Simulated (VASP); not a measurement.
# Cu3O2 (I4/mmm) in VASP: notebook

Runs on Cu3O2. Level: PBE. Tasks: single point.

All numbers are computed with VASP 6.6.1; they aren't measurements. Logs are shortened: lines on timing, memory, paths and dates and some standing lists are left out, and cuts for length are marked.

## (1) The cell of the first run

Symmetry: I4/mmm, No. 139, tetragonal system. Conventional cell: a = 3.985 Å, b = 3.985 Å, c = 7.341 Å, α = 90.00°, β = 90.00°, γ = 90.00°. Within 2.4 Å of Cu (site symmetry -4m2) lie 2 O at 1.84 Å. Cu (site symmetry 4/mmm) has 4 O at 1.99 Å within 2.6 Å. O (site symmetry mmm) has 4 Cu at 1.84 to 1.99 Å within 2.4 Å.

## (2) Single point, PBE

The input, INCAR:

```
ALGO     = Normal         # electronic algorithm
EDIFF    = 1E-6           # SCF threshold, eV
ENCUT    = 520            # plane-wave cutoff, eV
GGA      = PE             # functional
ISIF     = 2              # what is computed and relaxed
ISMEAR   = 0              # smearing method
LASPH    = T              # aspherical terms in the spheres
LCHARG   = T              # write CHGCAR
LELF     = T              # ELF
LREAL    = F              # projectors in reciprocal space
LVHAR    = T            
LWAVE    = F              # write WAVECAR
NBANDS   = 30             # bands
NELM     = 100            # most SCF steps
PREC     = Accurate       # precision mode
SIGMA    = 0.15           # smearing width, eV
```

The input, KPOINTS:

```
k-points
0
Gamma
  14 14 14
```

The input, POSCAR:

```
Cu3O2
1.0
   -1.9926500000      1.9926500000      3.6707248177
    1.9926500000     -1.9926500000      3.6707248177
    1.9926500000      1.9926500000     -3.6707248177
Cu O
3 2
Direct
    0.2500000000      0.7500000000      0.5000000000
    0.7500000000      0.2500000000      0.5000000000
    0.0000000000      0.0000000000      0.0000000000
    0.0000000000      0.5000000000      0.5000000000
    0.5000000000      0.0000000000      0.5000000000
```

Potentials or basis: VASP PAW PBE potentials, release 64 (Cu, O).

Started as:

```
$ cat potpaw_PBE.64/Cu/POTCAR potpaw_PBE.64/O/POTCAR > POTCAR
$ mpirun -np 1 vasp_std > vasp.out
```

OUTCAR:

```text
EDIFF = 1E-6
   ENCUT = 520
   GGA = PE
   ISIF = 2
   ISMEAR = 0
   LASPH = T
   LREAL = F
   NELM = 100
   PREC = Accurate

 ion  position               nearest neighbor table
   1  0.250  0.750  0.500-   4 1.84   5 1.84   3 2.71   3 2.71   3 2.71   3 2.71
   2  0.750  0.250  0.500-   4 1.84   5 1.84   3 2.71   3 2.71   3 2.71   3 2.71
   3  0.000  0.000  0.000-   4 1.99   5 1.99   4 1.99   5 1.99   2 2.71   2 2.71   1 2.71   1 2.71
                             1 2.71   2 2.71   1 2.71   2 2.71
   4  0.000  0.500  0.500-   1 1.84   2 1.84   3 1.99   3 1.99
   5  0.500  0.000  0.500-   1 1.84   2 1.84   3 1.99   3 1.99

  LATTYP: Found a body centered tetragonal cell.
 ALAT       =     3.9853000000
 C/A-ratio  =     1.8421322448

  Lattice vectors:

 A1 = (  -1.9926500000,   1.9926500000,   3.6707248177)
 A2 = (   1.9926500000,  -1.9926500000,   3.6707248177)
 A3 = (   1.9926500000,   1.9926500000,  -3.6707248177)

Analysis of symmetry for initial positions (statically):
=====================================================================
 Subroutine PRICEL returns:
 Original cell was already a primitive cell.

 Routine SETGRP: Setting up the symmetry group for a
 body centered tetragonal supercell.

 Subroutine GETGRP returns: Found 16 space group operations
 (whereof 16 operations were pure point group operations)
 out of a pool of 16 trial point group operations.

The static configuration has the point symmetry D_4h.

Analysis of symmetry for dynamics (positions and initial velocities):
=====================================================================
 Subroutine PRICEL returns:
 Original cell was already a primitive cell.

 Routine SETGRP: Setting up the symmetry group for a
 body centered tetragonal supercell.

 Subroutine GETGRP returns: Found 16 space group operations
 (whereof 16 operations were pure point group operations)
 out of a pool of 16 trial point group operations.

The dynamic configuration has the point symmetry D_4h.

 Subroutine INISYM returns: Found 16 space group operations
 (whereof 16 operations are pure point group operations),
 and found     1 'primitive' translations

----------------------------------------------------------------------------------------

                                     Primitive cell

  volume of cell :      58.3007

  direct lattice vectors                    reciprocal lattice vectors
    -1.992650000  1.992650000  3.670724818     0.000000000  0.250922139  0.136212880
     1.992650000 -1.992650000  3.670724818     0.250922139  0.000000000  0.136212880
     1.992650000  1.992650000 -3.670724818     0.250922139  0.250922139  0.000000000

  length of vectors
     4.627691512  4.627691512  4.627691512     0.285509840  0.285509840  0.354857492

  position of ions in fractional coordinates (direct lattice)
     0.250000000  0.750000000  0.500000000
     0.750000000  0.250000000  0.500000000
     0.000000000  0.000000000  0.000000000
     0.000000000  0.500000000  0.500000000
     0.500000000  0.000000000  0.500000000

  ion indices of the primitive-cell ions
   primitive index   ion index
                 1           1
                 2           2
                 3           3
                 4           4
                 5           5

----------------------------------------------------------------------------------------

 KPOINTS: k-points

Automatic generation of k-mesh.
 Grid dimensions read from file:
 generate k-points for:   14   14   14

 Generating k-lattice:

  Cartesian coordinates                     Fractional coordinates (reciprocal lattice)
     0.000000000  0.017923010  0.009729491     0.071428571 -0.000000000  0.000000000
     0.017923010  0.000000000  0.009729491    -0.000000000  0.071428571  0.000000000
     0.017923010  0.017923010  0.000000000     0.000000000  0.000000000  0.071428571

  Length of vectors
     0.020393560  0.020393560  0.025346964

  Shift w.r.t. Gamma in fractional coordinates (k-lattice)
     0.000000000  0.000000000  0.000000000

 Subroutine IBZKPT returns following result:
 ===========================================

 Found    244 irreducible k-points:

 Following reciprocal coordinates:
            Coordinates               Weight
  0.000000  0.000000  0.000000      1.000000
  0.071429  0.000000 -0.000000      8.000000
  0.142857 -0.000000  0.000000      8.000000
  0.214286  0.000000  0.000000      8.000000
  0.285714  0.000000 -0.000000      8.000000
  0.357143 -0.000000  0.000000      8.000000
[... 16 lines left out ...]
  0.214286  0.142857  0.000000     16.000000
  0.285714  0.142857  0.000000     16.000000
 [... further k-points ...]
   k-points           NKPTS =    244   k-points in BZ     NKDIM =    244   number of bands    NBANDS=     30
   number of dos      NEDOS =    301   number of ions     NIONS =      5
   total plane-waves  NPLWV =  46656
   dimension x,y,z NGX =    36 NGY =   36 NGZ =   36
   dimension x,y,z NGXF=    72 NGYF=   72 NGZF=   72
   ions per type =               3   2
   NGX,Y,Z   is equivalent  to a cutoff of  12.93, 12.93, 12.93 a.u.
   NGXF,Y,Z  is equivalent  to a cutoff of  25.87, 25.87, 25.87 a.u.
 SYSTEM =  unknown system
   PREC   = accura    normal or accurate (medium, high low for compatibility)
   ISTART =      0    job   : 0-new  1-cont  2-samecut
   ICHARG =      2    charge: 1-file 2-atom 10-const
   ISPIN  =      1    spin polarized calculation?
   LNONCOLLINEAR =      F non collinear calculations
   LSORBIT =      F    spin-orbit coupling
   LASPH  =      T    aspherical Exc in radial PAW
   ENCUT  =  520.0 eV  38.22 Ry    6.18 a.u.   8.60  8.60  8.60*2*pi/ulx,y,z
   NELM   =    100;   NELMIN=  2; NELMDL= -5     # of ELM steps
   EDIFF  = 0.1E-05   stopping-criterion for ELM
   LREAL  =      F    real-space projection
   EDIFFG = 0.1E-04   stopping-criterion for IOM
   NSW    =      0    number of steps for IOM
   IBRION =     -1    ionic relax: 0-MD 1-quasi-New 2-CG
   NFREE  =      0    steps in history (QN), initial steepest desc. (CG)
   ISIF   =      2    stress and relaxation
   ISYM   =      2    0-nonsym 1-usesym 2-fastsym
   POTIM  = 0.5000    time-step for ionic-motion
   TEBEG  =    0.0;   TEEND  =   0.0 temperature during run
   PSTRESS=    0.0 pullay stress
   NELECT =      45.0000    total number of electrons
   NUPDOWN=      -1.0000    fix difference up-down
   EMIN   =  10.00;   EMAX   =-10.00  energy-range for DOS
   EFERMI =   0.00;   METHOD = LEGACY
   ISMEAR =     0;   SIGMA  =   0.15  broadening in eV -4-tet -1-fermi 0-gaus
   EFERMI_NEDOS =   21; number of points for ismear=-14 and -15
   IALGO  =     38    algorithm
   IMIX   =      4    mixing-type and parameters
     AMIX     =   0.40;   BMIX     =  1.00
     AMIX_MAG =   1.60;   BMIX_MAG =  1.00
  volume/ion in A,a.u.               =      11.66        78.69
  Fermi-wavevector in a.u.,A,eV,Ry     =   1.501716  2.837831 30.683178  2.255150
  Thomas-Fermi vector in A             =   2.613050
   LORBIT       =      0    0 simple, 1 ext, 2 COOP (PROOUT), +10 PAW based schemes
   GGA     = PE    functional components
   LHFCALC =     F    Hartree Fock is set to
   AEXX    =    0.0000 exact exchange contribution
   IVDW    =     0    specifies the selected vdW correction
   LEPSILON=     F    determine dielectric tensor
   LRPA    =     F    only Hartree local field effects (RPA)
 non-spin polarized calculation
 Gauss-broadening in eV      SIGMA  =   0.15
  energy-cutoff  :      520.00
  volume of cell :       58.30
 maximum number of plane-waves:      1605
   NGX = 17   NGY = 17   NGZ = 17

 number of electron      45.0000020 magnetization

 Free energy of the ion-electron system (eV)
  ---------------------------------------------------
  ext. energy  EPLUGINS =         0.00000000
  ---------------------------------------------------
  free energy    TOTEN  =       -22.67307479 eV

  energy without entropy =      -22.65178700  energy(sigma->0) =      -22.66243089

 E-fermi :   4.7326     XC(G=0): -11.3473

 val. band max:        4.7314743465   @ k =  -0.3571  -0.3571   0.1429
 cond. band min:       4.7333628805   @ k =  -0.2143   0.1429  -0.0000
 fundamental gap:      0.0018885340
 Fermi energy:         4.7326085230

 k-point     1 :       0.0000    0.0000    0.0000
  band No.  band energies     occupation
      1     -14.6004      2.00000
      2     -13.2958      2.00000
      3      -1.8957      2.00000
      4      -0.9767      2.00000
      5      -0.9767      2.00000
      6      -0.4152      2.00000
[... 22 lines left out ...]
     29      15.6888      0.00000
     30      16.0365      0.00000

 k-point     2 :       0.0714    0.0000   -0.0000
  band No.  band energies     occupation
      1     -14.5811      2.00000
      2     -13.3081      2.00000
      3      -1.8893      2.00000
      4      -1.0254      2.00000
      5      -0.9572      2.00000
      6      -0.4880      2.00000
[... 22 lines left out ...]
     29      15.4648      0.00000
     30      16.4006      0.00000

 k-point     3 :       0.1429   -0.0000    0.0000
  band No.  band energies     occupation
      1     -14.5247      2.00000
      2     -13.3450      2.00000
      3      -1.8700      2.00000
      4      -1.1610      2.00000
      5      -0.8995      2.00000
      6      -0.6401      2.00000
[... 22 lines left out ...]
     29      15.3309      0.00000
     30      16.9067      0.00000

 k-point     4 :       0.2143    0.0000    0.0000
  band No.  band energies     occupation
      1     -14.4351      2.00000
      2     -13.4061      2.00000
      3      -1.8374      2.00000
      4      -1.3542      2.00000
      5      -0.8188      2.00000
      6      -0.8058      2.00000
[... 22 lines left out ...]
     29      15.4389      0.00000
     30      16.3805      0.00000

 k-point     5 :       0.2857    0.0000   -0.0000
  band No.  band energies     occupation
      1     -14.3187      2.00000
      2     -13.4908      2.00000
      3      -1.7917      2.00000
      4      -1.5635      2.00000
      5      -1.0004      2.00000
      6      -0.6809      2.00000
[... 22 lines left out ...]
     29      15.5509      0.00000
     30      15.5929      0.00000
[... 526 lines left out ...]
     29      15.8397      0.00000
     30      16.1268      0.00000

 k-point    22 :       0.1429    0.1429    0.0000
  band No.  band energies     occupation
      1     -14.4200      2.00000
      2     -13.4219      2.00000
      3      -1.6664      2.00000
      4      -1.2593      2.00000
      5      -1.0929      2.00000
      6      -0.8755      2.00000
[... 22 lines left out ...]
     29      15.3145      0.00000
     30      16.1460      0.00000

 k-point    23 :       0.2143    0.1429    0.0000
  band No.  band energies     occupation
      1     -14.3212      2.00000
      2     -13.4897      2.00000
      3      -1.5552      2.00000
      4      -1.4315      2.00000
      5      -1.3168      2.00000
      6      -0.8284      2.00000
[... 22 lines left out ...]
     29      15.1872      0.00000
     30      16.1940      0.00000

 k-point    24 :       0.2857    0.1429    0.0000
  band No.  band energies     occupation
      1     -14.2001      2.00000
      2     -13.5757      2.00000
      3      -1.6442      2.00000
      4      -1.5517      2.00000
      5      -1.4030      2.00000
      6      -0.7556      2.00000
[... 22 lines left out ...]
     29      14.9718      0.00000
     30      16.1814      0.00000

 [... further k-points ...]

------------------------ aborting loop because EDIFF is reached ----------------------------------------

  FORCE on cell =-STRESS in cart. coord.  units (eV):
  Direction    XX          YY          ZZ          XY          YZ          ZX
  --------------------------------------------------------------------------------------
  -------------------------------------------------------------------------------------
  Total        1.7483747      1.7483747      1.7648179      0.0000000      0.0000000      0.0000000
  in kB       48.0475481     48.0475481     48.4994285      0.0000000      0.0000000      0.0000000
  external PRESSURE =      48.1981749 kB  Pullay stress =       0.0000000 kB

 VOLUME and BASIS-vectors are now :
 -----------------------------------------------------------------------------
  energy-cutoff  :      520.00
  volume of cell :       58.30
      direct lattice vectors                 reciprocal lattice vectors
    -1.992650000  1.992650000  3.670724818     0.000000000  0.250922139  0.136212880
     1.992650000 -1.992650000  3.670724818     0.250922139  0.000000000  0.136212880
     1.992650000  1.992650000 -3.670724818     0.250922139  0.250922139  0.000000000

 POSITION                                       TOTAL-FORCE (eV/Angst)
 -----------------------------------------------------------------------------------
      1.99265      0.00000      1.83536        -0.000000      0.000000     -0.000000
      0.00000      1.99265      1.83536         0.000000     -0.000000     -0.000000
      0.00000      0.00000      0.00000         0.000000      0.000000      0.000000
      1.99265      0.00000      0.00000         0.000000      0.000000      0.000000
      0.00000      1.99265      0.00000         0.000000      0.000000      0.000000
 -----------------------------------------------------------------------------------
    total drift:                                0.000000      0.000000      0.000000

  FREE ENERGIE OF THE ION-ELECTRON SYSTEM (eV)
  ---------------------------------------------------
  free  energy   TOTEN  =       -22.6730747897 eV

  energy  without entropy=      -22.6517869974  energy(sigma->0) =      -22.66243089
```

It took 10 min on 1 thread of Intel Xeon 8259CL, shared host; peak memory 0.46 GiB.

Results:

```
Free energy            : -22.6731 eV
Pressure               : 4.8 GPa
Band gap on the k mesh : zero (an odd number of electrons rules out a gap without spin polarisation)
```

Caveat: the cell stands under pressure.

## (3) Single point, PBE

This run uses another cell than the first one, of 11.73 Å³/atom.

The input, INCAR:

```
ALGO = Normal
EDIFF = 1E-7
ENCUT = 520
GGA = PE
ISIF = 2
ISMEAR = 0
LASPH = True
LCHARG = False
LREAL = False
LWAVE = False
NBANDS = 30
NELM = 60
PREC = Accurate
SIGMA = 0.15
```

KPOINTS is that of step 2.

POSCAR, as its differences from that of step 2:

```diff
@@ -2,5 +2,5 @@
 1.0
-   -1.9926500000      1.9926500000      3.6707248177
-    1.9926500000     -1.9926500000      3.6707248177
-    1.9926500000      1.9926500000     -3.6707248177
+   -1.9723500000      1.9723500000      3.7686000000
+    1.9723500000     -1.9723500000      3.7686000000
+    1.9723500000      1.9723500000     -3.7686000000
 Cu O
```

Potentials or basis: VASP PAW PBE potentials, release 64 (Cu, O).

Started as:

```
$ cat potpaw_PBE.64/Cu/POTCAR potpaw_PBE.64/O/POTCAR > POTCAR
$ mpirun -np 1 vasp_std > vasp.out
```

Run time: 12 min. Hardware: 1 thread of Intel Xeon 8259CL, shared host; peak memory 0.46 GiB.

It converged, with:

```yaml
Free_energy: -22.6286 eV
Pressure: 1.3 GPa
Band_gap_on_the_k_mesh: zero (an odd number of electrons rules out a gap without spin polarisation)
```

Stress tensor (GPa, compression positive):
```
 5.04  0.00  0.00
 0.00  5.04  0.00
 0.00  0.00 -6.07
```

Levels at points of the mesh, in eV from the Fermi level:
```tsv
k point	band 21	band 22	band 23	band 24	band 25	band 26
(0.00, 0.00, 0.00)	-0.96	-0.96	0.23	0.37	5.21	5.21
(0.50, 0.00, 0.00)	-1.00	-0.59	-0.25	2.56	3.01	8.23
(0.50, 0.50, 0.00)	-0.41	-0.23	0.37	1.50	3.50	3.51
(0.50, 0.50, 0.50)	-1.32	-0.44	-0.44	3.56	4.26	6.29
```

Caveat: the stress differs along the axes, from -6 to 5 GPa.
